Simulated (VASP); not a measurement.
# Be18H in VASP: a series of runs, part 2 of 2

VASP 6.6.1. The steps go on from the part before.

## (3) Single point, PBEsol

File INCAR:

```
SYSTEM = Be18H
  ALGO = Normal
  EDIFF = 1E-6
  ENCUT = 520
  GGA = PS
  ISIF = 2
  ISMEAR = -1
  LASPH = .TRUE.
  LCHARG = .FALSE.
  LREAL = Auto
  LWAVE = .FALSE.
  NBANDS = 34
  NELM = 100
  PREC = Accurate
  SIGMA = 0.15
```

File KPOINTS:

```
k-points
0
G
  3 2 1
  0 0 0
```

File POSCAR:

```
Be18H
1.0
    4.5800000000      0.0000000000      0.0000000000
    3.4350000000      5.9495950000      0.0000000000
    0.0000000000      0.0000000000     14.5884300000
Be H
18 1
Direct
    0.0000000000      0.0000000000      0.0685474722
    0.5000000000      0.0000000000      0.0685474722
   -0.0000002101      0.3333336135      0.0685474722
    0.4999997899      0.3333336135      0.0685474722
   -0.0000004202      0.6666672269      0.0685474722
    0.4999995798      0.6666672269      0.0685474722
   -0.1477452914      0.2332091512      0.1928103298
    0.3023893778      0.2599000436      0.1937220112
   -0.2095598598      0.5522224622      0.1872991131
    0.2925704967      0.6069656842      0.1920563076
   -0.2164695168      0.9472577545      0.1783262490
    0.2179371212      0.9193735036      0.1950723964
   -0.0720077873      0.0497512856      0.3134401714
    0.4906661558      0.0086896671      0.3047346425
    0.0442655570      0.3610665936      0.3188005838
    0.4910002533      0.3918249898      0.3137212161
   -0.0380990396      0.7284697530      0.3240993034
    0.4411481447      0.7367224156      0.3189993714
    0.8015280064      0.9314415519      0.3828239228
```

Potentials or basis: VASP PAW PBE potentials, release 64 (Be, H).

Launch:

```
$ cat potpaw_PBE.64/Be/POTCAR potpaw_PBE.64/H/POTCAR > POTCAR
$ mpirun -np 1 vasp_std > vasp.out
```

Run time: 4.1 min. Hardware: 1 thread of Intel Xeon 8259CL, shared host; peak memory 0.46 GiB.

The run converged. Its results:

```yaml
Free_energy: -66.6940 eV
Largest_force: 3.268 eV/Å
Band_gap_on_the_k_mesh: zero (an odd number of electrons rules out a gap without spin polarisation)
```

Forces on the atoms (eV/Å):
```
Be   0.174  0.394 -0.976
Be  -0.951  0.582 -0.592
Be  -0.012  0.129 -0.459
Be   0.130  0.179  0.049
Be  -0.230  0.280  0.065
Be  -0.079  0.520 -0.308
Be  -0.888  0.949  0.074
Be   0.484 -0.164 -0.172
Be   0.696  0.877  0.963
Be  -0.756 -1.190  0.381
Be  -0.794 -0.642  1.526
Be   3.086 -1.073 -0.033
Be   0.816 -0.175  0.715
Be  -0.326  1.394  0.357
Be  -1.453  0.482 -0.019
Be   0.037  0.043 -0.256
Be   0.013 -1.251 -0.634
Be   0.012 -1.728 -0.240
H    0.040  0.392 -0.440
```

Levels at points of the mesh, in eV from the Fermi level:
| k point | band 15 | band 16 | band 17 | band 18 | band 19 | band 20 | band 21 | band 22 |
| --- | --- | --- | --- | --- | --- | --- | --- | --- |
| (0.00, 0.00, 0.00) | -2.04 | -1.58 | -0.99 | -0.54 | 0.15 | 0.94 | 1.68 | 2.34 |
| (0.00, 0.50, 0.00) | -1.85 | -1.63 | -1.62 | -1.03 | -0.62 | -0.31 | 1.72 | 2.18 |

Caveat: the k points lie up to 0.53 Å⁻¹ apart, too coarse for converged energies and pressures of a metal; the atoms stand as in a frame of molecular dynamics; there is no dipole correction, which matters where the two faces differ; the PAW data sets were made with another functional, which shifts forces and pressure a little.

## (4) Single point, PBEsol

File INCAR:

```
SYSTEM = Be18H
PREC     = Accurate       ! precision mode
ENCUT    = 520            ! plane-wave cutoff, eV
EDIFF    = 1E-7           ! SCF threshold, eV
ISMEAR   = -1             ! smearing method
SIGMA    = 0.15           ! smearing width, eV
LREAL    = Auto         
LASPH    = .TRUE.         ! aspherical terms in the spheres
NELM     = 100            ! most SCF steps
ALGO     = Normal         ! electronic algorithm
ISIF     = 2              ! what is computed and relaxed
LWAVE    = .FALSE.        ! write WAVECAR
LCHARG   = .FALSE.        ! write CHGCAR
GGA      = PS             ! functional
NBANDS   = 34             ! bands
```

File KPOINTS:

```
Automatic mesh
0
G
  3 2 1
  0 0 0
```

File POSCAR:

```
Be18H
1.0
    4.5800000000      0.0000000000      0.0000000000
    3.4350000000      5.9495950000      0.0000000000
    0.0000000000      0.0000000000     14.5884300000
Be H
18 1
Direct
    0.0000000000      0.0000000000      0.0685474722
    0.5000000000      0.0000000000      0.0685474722
   -0.0000002101      0.3333336135      0.0685474722
    0.4999997899      0.3333336135      0.0685474722
   -0.0000004202      0.6666672269      0.0685474722
    0.4999995798      0.6666672269      0.0685474722
   -0.1410498781      0.2273095900      0.2031404339
    0.3654998416      0.2115606188      0.2145741523
   -0.1173967817      0.5313470917      0.2156640571
    0.3885590811      0.5567101626      0.1945034524
   -0.1532483150      0.8991200241      0.1870454874
    0.3051650323      0.9435936396      0.1834604546
   -0.0043622562      0.0099502571      0.3152703889
    0.5759476007     -0.0611470193      0.3419422104
   -0.0228723302      0.3032475320      0.3306524417
    0.4792015746      0.3568142033      0.3353136698
    0.0096220104      0.6009988915      0.3377745241
    0.4531251909      0.7015099347      0.3158804614
    0.8466451644      0.7929447299      0.3971571992
```

Launch:

```
$ cat potpaw_PBE.64/Be/POTCAR potpaw_PBE.64/H/POTCAR > POTCAR
$ mpirun -np 1 vasp_std > vasp.out
```

Run time: 4.7 min. Hardware: 1 thread of Intel Xeon 8259CL, shared host; peak memory 0.45 GiB.

Results (log left out):

| Item | Value |
| --- | --- |
| Free energy | -66.0349 eV |
| Largest force | 2.412 eV/Å |
| Band gap on the k mesh | zero (an odd number of electrons rules out a gap without spin polarisation) |

Forces in eV/Å, atoms in the order of the input:
```
Be  -0.128  0.494 -0.500
Be   0.555  0.308 -0.233
Be   0.093  0.088  0.148
Be   0.035 -0.018  0.205
Be   0.061 -0.358  0.388
Be   0.418  0.131  0.020
Be  -1.170  0.462 -0.706
Be   0.227  0.180 -0.352
Be  -0.143  0.737 -1.153
Be  -1.414 -0.374  0.206
Be  -0.300 -0.522  0.994
Be  -0.052 -2.010  1.331
Be  -0.081 -0.333  0.218
Be  -0.883  1.421 -1.142
Be   1.457  0.812  0.173
Be   0.627 -1.376 -0.501
Be   0.603  1.831  0.183
Be  -0.268 -1.690  0.111
H    0.363  0.218  0.612
```

Levels at points of the mesh, in eV from the Fermi level:
| k point | band 15 | band 16 | band 17 | band 18 | band 19 | band 20 | band 21 | band 22 | band 23 | band 24 |
| --- | --- | --- | --- | --- | --- | --- | --- | --- | --- | --- |
| (0.00, 0.00, 0.00) | -1.82 | -1.35 | -1.10 | -0.61 | -0.29 | 0.72 | 1.40 | 1.99 | 2.24 | 2.92 |
| (0.00, 0.50, 0.00) | -1.83 | -1.75 | -1.41 | -1.21 | -0.65 | 0.15 | 1.47 | 1.87 | 2.55 | 2.86 |

Caveat: the k points lie up to 0.53 Å⁻¹ apart, too coarse for converged energies and pressures of a metal; the atoms stand as in a frame of molecular dynamics; there is no dipole correction, which matters where the two faces differ; the PAW data sets were made with another functional, which shifts forces and pressure a little.

## (5) Relaxation of the atoms, PBEsol

File INCAR:

```
ALGO = Normal
EDIFF = 1E-6
EDIFFG = -0.08
ENCUT = 520
GGA = PS
IBRION = 2
ISIF = 2
ISMEAR = -1
LASPH = T
LCHARG = F
LREAL = Auto
LWAVE = F
NELM = 80
NSW = 45
PREC = Accurate
SIGMA = 0.15
```

File KPOINTS:

```
k-points
0
Gamma
  3 2 1
```

File POSCAR:

```
Be18H
1.0
    4.5800000000      0.0000000000      0.0000000000
    3.4350000000      5.9495950000      0.0000000000
    0.0000000000      0.0000000000     14.5884300000
Be H
18 1
Selective dynamics
Direct
    0.0000000000      0.0000000000      0.0685475000  F F F
    0.5000000000      0.0000000000      0.0685475000  F F F
    0.0000000000      0.3333333000      0.0685475000  F F F
    0.5000000000      0.3333333000      0.0685475000  F F F
    0.0000000000      0.6666667000      0.0685475000  F F F
    0.5000000000      0.6666667000      0.0685475000  F F F
   -0.1666667000      0.2222222000      0.1915364000  T T T
    0.3333333000      0.2222222000      0.1915364000  T T T
   -0.1666667000      0.5555556000      0.1915364000  T T T
    0.3333333000      0.5555556000      0.1915364000  T T T
   -0.1666667000      0.8888889000      0.1915364000  T T T
    0.3333333000      0.8888889000      0.1915364000  T T T
    0.0000000000      0.0000000000      0.3145253000  T T T
    0.5000000000      0.0000000000      0.3145253000  T T T
    0.0000000000      0.3333333000      0.3145253000  T T T
    0.5000000000      0.3333333000      0.3145253000  T T T
    0.0000000000      0.6666667000      0.3145253000  T T T
    0.5000000000      0.6666667000      0.3145253000  T T T
    0.8421862000      0.8930699000      0.3364605000  T T T
```

Launch:

```
$ cat potpaw_PBE.64/Be/POTCAR potpaw_PBE.64/H/POTCAR > POTCAR
$ mpirun -np 1 vasp_std > vasp.out
```

It took 17 min on 1 thread of Intel Xeon 8259CL, shared host; peak memory 0.52 GiB.

The run converged. Its results:

```yaml
Free_energy: -69.0026 eV
Energy_gained_by_relaxing: 32.5 meV/atom
Ionic_steps: 10
Band_gap_on_the_k_mesh: zero (an odd number of electrons rules out a gap without spin polarisation)
```

The path:
```tsv
step	energy change (eV)	largest force on free atoms (eV/Å)	pressure (GPa)
1	0.0000	2.0504	-2.41
2	-0.3247	1.0853	-2.56
3	-0.3438	0.9380	-2.55
4	-0.4121	0.7869	-2.61
5	-0.4939	0.8460	-2.73
6	-0.5589	0.5446	-2.86
7	-0.5927	0.2530	-3.01
8	-0.6068	0.1448	-3.06
9	-0.6114	0.1439	-3.10
10	-0.6166	0.0771	-3.14
```

Final structure:
```yaml
crystal:
  lattice:
    - [4.58000, 0.00000, 0.00000]
    - [3.43500, 5.94960, 0.00000]
    - [0.00000, 0.00000, 14.58843]
  atoms:
    - { symbol: Be, position: [0.00000, 0.00000, 0.06855] }
    - { symbol: Be, position: [0.50000, 0.00000, 0.06855] }
    - { symbol: Be, position: [0.00000, 0.33333, 0.06855] }
    - { symbol: Be, position: [0.50000, 0.33333, 0.06855] }
    - { symbol: Be, position: [0.00000, 0.66667, 0.06855] }
    - { symbol: Be, position: [0.50000, 0.66667, 0.06855] }
    - { symbol: Be, position: [0.82936, 0.22511, 0.19378] }
    - { symbol: Be, position: [0.33720, 0.22099, 0.19299] }
    - { symbol: Be, position: [0.83544, 0.55661, 0.19250] }
    - { symbol: Be, position: [0.32866, 0.55959, 0.19150] }
    - { symbol: Be, position: [0.83234, 0.88866, 0.18787] }
    - { symbol: Be, position: [0.33631, 0.88756, 0.19277] }
    - { symbol: Be, position: [0.00303, 0.00010, 0.31474] }
    - { symbol: Be, position: [0.49786, 0.00160, 0.31469] }
    - { symbol: Be, position: [0.00415, 0.33200, 0.31722] }
    - { symbol: Be, position: [0.49200, 0.34048, 0.31435] }
    - { symbol: Be, position: [0.00167, 0.66579, 0.31475] }
    - { symbol: Be, position: [0.50626, 0.65865, 0.31268] }
    - { symbol: H, position: [0.83382, 0.88856, 0.37118] }
```

Levels at points of the mesh, in eV from the Fermi level:
```tsv
k point	band 16	band 17	band 18	band 19	band 20	band 21	band 22	band 23
(0.00, 0.00, 0.00)	-1.30	-1.03	-0.33	-0.19	1.45	1.91	2.66	3.10
(0.00, 0.50, 0.00)	-1.85	-1.34	-0.94	-0.31	-0.19	2.55	2.63	2.92
```

Caveat: the k points lie up to 0.53 Å⁻¹ apart, too coarse for converged energies and pressures of a metal; there is no dipole correction, which matters where the two faces differ; the PAW data sets were made with another functional, which shifts forces and pressure a little.

## (6) The runs side by side

| task | cell | atoms held fixed (from 0) | gap on the mesh (eV) | largest force (eV/Å) |
| --- | --- | --- | --- | --- |
| single point | as given, atomic positions A | - | none | 2.61 |
| single point | as given, atomic positions B | - | none | 3.27 |
| single point | as given, atomic positions C | - | none | 2.41 |
| relaxation of the atoms | atoms relaxed, atomic positions D | [0, 1, 2, 3, 4, 5] | none | - |

Alike in all rows: level PBEsol; potentials or basis VASP PAW PBE potentials, release 64 (Be, H); no spin polarisation; k mesh 3 × 2 × 1; cutoff (eV) 520; smearing fermi-dirac 0.15 eV.

Caveats: all runs use coarse meshes; there is no dipole correction, which matters where the two faces differ; the PAW data sets were made with another functional, which shifts forces and pressure a little; the atoms stand as in a frame of molecular dynamics (at least some runs).

Absolute energies hang on the potentials; compare differences alone.
